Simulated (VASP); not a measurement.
# Ni (Fmmm) in VASP: single point with LDA

Aim: the single point of Ni with LDA.

Program: VASP 6.6.1. These are calculated values, not measurements. Logs are shortened: lines on timing, memory, paths and dates and some standing lists are left out, and cuts for length are marked.

### Step 1. The cell of the first run

Symmetry: Fmmm, No. 69, orthorhombic system. The conventional cell has a = 2.911 Å, b = 3.304 Å, c = 4.058 Å, α = 90.00°, β = 90.00°, γ = 90.00°. Within 3.0 Å of Ni (site symmetry mmm) lie 14 Ni at 2.20 to 2.91 Å.

### Step 2. Single point, LDA, collinear spin, ferromagnetic start

Input file INCAR:

```
  PREC = Accurate
  ENCUT = 520
  EDIFF = 1E-7
  ISMEAR = 0
  SIGMA = 0.15
  LREAL = False
  LASPH = True
  NELM = 150
  ALGO = Normal
  ISIF = 2
  LWAVE = False
  LCHARG = True
  ISPIN = 2
  MAGMOM = 0.7
  LORBIT = 11
  LMAXMIX = 4
  GGA = CA
  LELF = True
  LVHAR = True
  NBANDS = 15
```

Input file KPOINTS:

```
Automatic mesh
0
Gamma
  22 22 22
```

Input file POSCAR:

```
Ni
1.0
    0.0000000000      2.0288693477      1.4553071270
    1.6522016207      0.0000000000      1.4553071270
    1.6522016207      2.0288693477      0.0000000000
Ni
1
Direct
    0.0000000000      0.0000000000      0.0000000000
```

Potentials or basis: VASP PAW LDA potentials, release 64 (Ni).

The run is started by

```
$ cat potpaw_LDA.64/Ni/POTCAR > POTCAR
$ mpirun -np 1 vasp_std > vasp.out
```

OUTCAR:

```text
PREC = Accurate
   ENCUT = 520
   EDIFF = 1E-7
   ISMEAR = 0
   LREAL = False
   LASPH = True
   NELM = 150
   ISIF = 2
   ISPIN = 2
   LORBIT = 11
   GGA = CA

 ion  position               nearest neighbor table
   1  0.000  0.000  0.000-

  LATTYP: Found a face centered orthorhombic cell.
 ALAT       =     2.9106142540
 B/A-ratio  =     1.1352941177
 C/A-ratio  =     1.3941176471

  Lattice vectors:

 A1 = (   1.6522016207,   2.0288693477,   0.0000000000)
 A2 = (   0.0000000000,   2.0288693477,   1.4553071270)
 A3 = (   1.6522016207,   0.0000000000,   1.4553071270)

Analysis of symmetry for initial positions (statically):
=====================================================================
 Subroutine PRICEL returns:
 Original cell was already a primitive cell.

 Routine SETGRP: Setting up the symmetry group for a
 face centered orthorhombic supercell.

 Subroutine GETGRP returns: Found  8 space group operations
 (whereof  8 operations were pure point group operations)
 out of a pool of  8 trial point group operations.

The static configuration has the point symmetry D_2h.

Analysis of symmetry for dynamics (positions and initial velocities):
=====================================================================
 Subroutine PRICEL returns:
 Original cell was already a primitive cell.

 Routine SETGRP: Setting up the symmetry group for a
 face centered orthorhombic supercell.

 Subroutine GETGRP returns: Found  8 space group operations
 (whereof  8 operations were pure point group operations)
 out of a pool of  8 trial point group operations.

The dynamic configuration has the point symmetry D_2h.

Analysis of structural, dynamic, and magnetic symmetry:
=====================================================================
 Subroutine PRICEL returns:
 Original cell was already a primitive cell.

 Routine SETGRP: Setting up the symmetry group for a
 face centered orthorhombic supercell.

 Subroutine GETGRP returns: Found  8 space group operations
 (whereof  8 operations were pure point group operations)
 out of a pool of  8 trial point group operations.

The overall configuration has the point symmetry D_2h.

 Subroutine INISYM returns: Found  8 space group operations
 (whereof  8 operations are pure point group operations),
 and found     1 'primitive' translations

----------------------------------------------------------------------------------------

                                     Primitive cell

  volume of cell :       9.7567

  direct lattice vectors                    reciprocal lattice vectors
     0.000000000  2.028869348  1.455307127    -0.302626504  0.246442680  0.343570090
     1.652201621  0.000000000  1.455307127     0.302626504 -0.246442680  0.343570090
     1.652201621  2.028869348  0.000000000     0.302626504  0.246442680 -0.343570090

  length of vectors
     2.496843941  2.201746813  2.616501677     0.519958846  0.519958846  0.519958846

  position of ions in fractional coordinates (direct lattice)
     0.000000000  0.000000000  0.000000000

  ion indices of the primitive-cell ions
   primitive index   ion index
                 1           1

----------------------------------------------------------------------------------------

 KPOINTS: Automatic mesh

Automatic generation of k-mesh.
 Grid dimensions read from file:
 generate k-points for:   22   22   22

 Generating k-lattice:

  Cartesian coordinates                     Fractional coordinates (reciprocal lattice)
    -0.013755750  0.011201940  0.015616822     0.045454545  0.000000000  0.000000000
     0.013755750 -0.011201940  0.015616822    -0.000000000  0.045454545 -0.000000000
     0.013755750  0.011201940 -0.015616822     0.000000000  0.000000000  0.045454545

  Length of vectors
     0.023634493  0.023634493  0.023634493

  Shift w.r.t. Gamma in fractional coordinates (k-lattice)
     0.000000000  0.000000000  0.000000000

 Subroutine IBZKPT returns following result:
 ===========================================

 Found   1530 irreducible k-points:

 Following reciprocal coordinates:
            Coordinates               Weight
  0.000000  0.000000  0.000000      1.000000
  0.045455  0.000000  0.000000      8.000000
  0.090909  0.000000  0.000000      8.000000
  0.136364  0.000000 -0.000000      8.000000
  0.181818  0.000000 -0.000000      8.000000
  0.227273 -0.000000 -0.000000      8.000000
[... 16 lines left out ...]
  0.500000  0.045455  0.000000      8.000000
 -0.454545  0.045455  0.000000      8.000000
 [... further k-points ...]
   k-points           NKPTS =   1530   k-points in BZ     NKDIM =   1530   number of bands    NBANDS=     15
   number of dos      NEDOS =    301   number of ions     NIONS =      1
   total plane-waves  NPLWV =   6400
   dimension x,y,z NGX =    20 NGY =   16 NGZ =   20
   dimension x,y,z NGXF=    40 NGYF=   32 NGZF=   40
   ions per type =               1
   NGX,Y,Z   is equivalent  to a cutoff of  13.32, 12.08, 12.71 a.u.
   NGXF,Y,Z  is equivalent  to a cutoff of  26.63, 24.16, 25.41 a.u.
 SYSTEM =  unknown system
   PREC   = accura    normal or accurate (medium, high low for compatibility)
   ISTART =      0    job   : 0-new  1-cont  2-samecut
   ICHARG =      2    charge: 1-file 2-atom 10-const
   ISPIN  =      2    spin polarized calculation?
   LNONCOLLINEAR =      F non collinear calculations
   LSORBIT =      F    spin-orbit coupling
   LASPH  =      T    aspherical Exc in radial PAW
   ENCUT  =  520.0 eV  38.22 Ry    6.18 a.u.   4.64  4.09  4.86*2*pi/ulx,y,z
   NELM   =    150;   NELMIN=  2; NELMDL= -5     # of ELM steps
   EDIFF  = 0.1E-06   stopping-criterion for ELM
   LREAL  =      F    real-space projection
   EDIFFG = 0.1E-05   stopping-criterion for IOM
   NSW    =      0    number of steps for IOM
   IBRION =     -1    ionic relax: 0-MD 1-quasi-New 2-CG
   NFREE  =      0    steps in history (QN), initial steepest desc. (CG)
   ISIF   =      2    stress and relaxation
   ISYM   =      2    0-nonsym 1-usesym 2-fastsym
   POTIM  = 0.5000    time-step for ionic-motion
   TEBEG  =    0.0;   TEEND  =   0.0 temperature during run
   PSTRESS=    0.0 pullay stress
   NELECT =      10.0000    total number of electrons
   NUPDOWN=      -1.0000    fix difference up-down
   EMIN   =  10.00;   EMAX   =-10.00  energy-range for DOS
   EFERMI =   0.00;   METHOD = LEGACY
   ISMEAR =     0;   SIGMA  =   0.15  broadening in eV -4-tet -1-fermi 0-gaus
   EFERMI_NEDOS =   21; number of points for ismear=-14 and -15
   IALGO  =     38    algorithm
   IMIX   =      4    mixing-type and parameters
     AMIX     =   0.40;   BMIX     =  1.00
     AMIX_MAG =   1.60;   BMIX_MAG =  1.00
  volume/ion in A,a.u.               =       9.76        65.84
  Fermi-wavevector in a.u.,A,eV,Ry     =   1.650596  3.119175 37.068646  2.724469
  Thomas-Fermi vector in A             =   2.739519
   LORBIT       =     11    0 simple, 1 ext, 2 COOP (PROOUT), +10 PAW based schemes
   GGA     = CA    functional components
   LHFCALC =     F    Hartree Fock is set to
   AEXX    =    0.0000 exact exchange contribution
   IVDW    =     0    specifies the selected vdW correction
   LEPSILON=     F    determine dielectric tensor
   LRPA    =     F    only Hartree local field effects (RPA)
 spin polarized calculation
 Gauss-broadening in eV      SIGMA  =   0.15
  energy-cutoff  :      520.00
  volume of cell :        9.76
 maximum number of plane-waves:       280
   NGX =  9   NGY =  9   NGZ =  9

 number of electron      10.0000008 magnetization       0.3807145

 Free energy of the ion-electron system (eV)
  ---------------------------------------------------
  ext. energy  EPLUGINS =         0.00000000
  ---------------------------------------------------
  free energy    TOTEN  =        -6.31413124 eV

  energy without entropy =       -6.29269742  energy(sigma->0) =       -6.30341433

 E-fermi :  10.6051     XC(G=0): -14.2499

 val. band max:       10.6046814222   @ k =   0.5000   0.0455   0.0000
 cond. band min:      10.6054296426   @ k =   0.3636   0.0455   0.0909
 fundamental gap:      0.0007482204
 Fermi energy:        10.6051332337

 spin component 1

 k-point     1 :       0.0000    0.0000    0.0000
  band No.  band energies     occupation
      1       0.9447      1.00000
      2       6.9673      1.00000
      3       8.1315      1.00000
      4       8.8948      1.00000
      5       9.4037      1.00000
      6      10.2647      0.99934
      7      35.4613      0.00000
      8      37.1572      0.00000
      9      40.6063      0.00000
     10      41.0754      0.00000
     11      43.2808      0.00000
     12      43.5583      0.00000
     13      43.7182      0.00000
     14      44.6125      0.00000
     15      46.0012      0.00000

 k-point     2 :       0.0455    0.0000    0.0000
  band No.  band energies     occupation
      1       1.0361      1.00000
      2       6.9914      1.00000
      3       8.1446      1.00000
      4       8.8874      1.00000
      5       9.3901      1.00000
      6      10.2427      0.99968
      7      35.2659      0.00000
      8      36.8464      0.00000
      9      39.8629      0.00000
     10      41.1708      0.00000
     11      42.1202      0.00000
     12      43.2031      0.00000
     13      44.4577      0.00000
     14      46.0534      0.00000
     15      46.6638      0.00000
[... 365 lines left out ...]
      3       9.0079      1.00000
      4       9.7207      1.00000
      5      10.6047      0.50170
      6      11.1299      0.00000
      7      17.8321      0.00000
      8      28.5765      0.00000
      9      35.3338      0.00000
     10      37.4269      0.00000
     11      43.6784      0.00000
     12      44.6163      0.00000
     13      52.3221      0.00000
     14      53.8667      0.00000
     15      56.8771      0.00000

 k-point    24 :      -0.4545    0.0455    0.0000
  band No.  band energies     occupation
      1       5.4561      1.00000
      2       7.2188      1.00000
      3       8.9567      1.00000
      4       9.7494      1.00000
      5      10.5535      0.68682
      6      10.8843      0.00425
      7      18.2431      0.00000
      8      28.6059      0.00000
      9      35.5052      0.00000
     10      37.6588      0.00000
     11      42.7073      0.00000
     12      44.7560      0.00000
     13      52.7352      0.00000
     14      55.1489      0.00000
     15      56.5048      0.00000

 [... further k-points ...]

 spin component 2

 k-point     1 :       0.0000    0.0000    0.0000
  band No.  band energies     occupation
      1       0.9863      1.00000
      2       7.3041      1.00000
      3       8.4747      1.00000
      4       9.2929      1.00000
      5       9.7825      1.00000
      6      10.6684      0.27542
      7      35.4758      0.00000
      8      37.1640      0.00000
      9      40.6614      0.00000
     10      41.1509      0.00000
     11      43.3790      0.00000
     12      43.6802      0.00000
     13      43.7819      0.00000
     14      44.7187      0.00000
     15      46.1477      0.00000

 k-point     2 :       0.0455    0.0000    0.0000
  band No.  band energies     occupation
      1       1.0778      1.00000
      2       7.3282      1.00000
      3       8.4879      1.00000
      4       9.2848      1.00000
      5       9.7685      1.00000
      6      10.6458      0.35066
      7      35.2868      0.00000
      8      36.8627      0.00000
      9      39.9236      0.00000
     10      41.2444      0.00000
     11      42.2230      0.00000
     12      43.3024      0.00000
     13      44.5400      0.00000
     14      46.1611      0.00000
     15      46.7891      0.00000
[... 365 lines left out ...]
      3       9.3357      1.00000
      4      10.0365      1.00000
      5      11.0166      0.00005
      6      11.2964      0.00000
      7      18.0641      0.00000
      8      28.6338      0.00000
      9      35.4440      0.00000
     10      37.5005      0.00000
     11      43.7527      0.00000
     12      44.6956      0.00000
     13      52.4113      0.00000
     14      54.0191      0.00000
     15      57.6228      0.00000

 k-point    24 :      -0.4545    0.0455    0.0000
  band No.  band energies     occupation
      1       5.6846      1.00000
      2       7.5510      1.00000
      3       9.2706      1.00000
      4      10.0635      1.00000
      5      10.9590      0.00042
      6      11.0906      0.00000
      7      18.4624      0.00000
      8      28.6646      0.00000
      9      35.6170      0.00000
     10      37.7272      0.00000
     11      42.7848      0.00000
     12      44.8415      0.00000
     13      52.8275      0.00000
     14      55.2215      0.00000
     15      57.2903      0.00000

 [... further k-points ...]
[... 5 lines left out ...]
  --------------------------------------------------------------------------------------
  -------------------------------------------------------------------------------------
  Total        2.3119822     -1.2600203      1.8016372      0.0000000      0.0000000     -0.0000000
  in kB      379.6586513   -206.9123211    295.8531219      0.0000000      0.0000000     -0.0000000
  external PRESSURE =     156.1998174 kB  Pullay stress =       0.0000000 kB

 VOLUME and BASIS-vectors are now :
 -----------------------------------------------------------------------------
  energy-cutoff  :      520.00
  volume of cell :        9.76
      direct lattice vectors                 reciprocal lattice vectors
     0.000000000  2.028869348  1.455307127    -0.302626504  0.246442680  0.343570090
     1.652201621  0.000000000  1.455307127     0.302626504 -0.246442680  0.343570090
     1.652201621  2.028869348  0.000000000     0.302626504  0.246442680 -0.343570090

 POSITION                                       TOTAL-FORCE (eV/Angst)
 -----------------------------------------------------------------------------------
      0.00000      0.00000      0.00000        -0.000000      0.000000     -0.000000
 -----------------------------------------------------------------------------------
    total drift:                                0.000000      0.000000     -0.000000

  FREE ENERGIE OF THE ION-ELECTRON SYSTEM (eV)
  ---------------------------------------------------
  free  energy   TOTEN  =        -6.3141312440 eV

  energy  without entropy=       -6.2926974158  energy(sigma->0) =       -6.30341433

 total charge

# of ion       s       p       d       tot
------------------------------------------
    1        0.551   0.594   8.428   9.573

 magnetization (x)

# of ion       s       p       d       tot
------------------------------------------
    1       -0.001  -0.008   0.387   0.379
```

Run time: 3.4 min. Hardware: 1 thread of Intel Xeon 6975P-C (Granite Rapids), shared host; peak memory 0.42 GiB.

Results:

| Quantity | Value |
| --- | --- |
| Free energy | -6.3141 eV |
| Pressure | 15.6 GPa |
| Net moment | 0.38 μB per cell |
| Site moments | Ni +0.38 μB |
| Valence electrons inside the program's atomic spheres | Ni 9.57 |

Levels at points of the mesh, in eV from the Fermi level:
Spin up:
```csv
k point,band 1,band 2,band 3,band 4,band 5,band 6,band 7,band 8,band 9,band 10
"(0.00, 0.00, 0.00)",-9.66,-3.64,-2.47,-1.71,-1.20,-0.34,24.86,26.55,30.00,30.47
"(0.50, 0.00, 0.00)",-5.18,-3.45,-1.41,-0.52,-0.05,0.01,7.20,18.07,24.78,27.01
"(0.50, 0.50, 0.00)",-5.14,-4.53,-0.75,-0.28,0.64,7.35,12.53,12.74,14.94,18.60
"(0.50, 0.00, 0.50)",-5.43,-4.49,-0.96,-0.21,-0.16,-0.05,5.92,20.90,21.71,26.06
"(0.00, 0.50, 0.50)",-5.27,-3.87,-1.05,-0.71,0.70,3.35,11.15,16.41,16.89,21.86
```
Spin down:
| k point | band 2 | band 3 | band 4 | band 5 | band 6 | band 7 | band 8 | band 9 |
| --- | --- | --- | --- | --- | --- | --- | --- | --- |
| (0.00, 0.00, 0.00) | -3.30 | -2.13 | -1.31 | -0.82 | 0.06 | 24.87 | 26.56 | 30.06 |
| (0.50, 0.00, 0.00) | -3.12 | -1.04 | -0.12 | -0.02 | 0.43 | 7.44 | 18.12 | 24.91 |
| (0.50, 0.50, 0.00) | -4.25 | -0.32 | 0.12 | 1.05 | 7.41 | 12.61 | 12.78 | 15.10 |
| (0.50, 0.00, 0.50) | -4.17 | -0.93 | 0.20 | 0.25 | 0.39 | 6.16 | 20.94 | 21.78 |
| (0.00, 0.50, 0.50) | -3.53 | -0.66 | -0.35 | 1.11 | 3.40 | 11.35 | 16.44 | 16.98 |

Caveat: the cell differs from its parent crystal (strain +e along x and -e along y -0.1100, strain +e along z and -e/2 along x and y -0.1500); the cell stands under pressure.
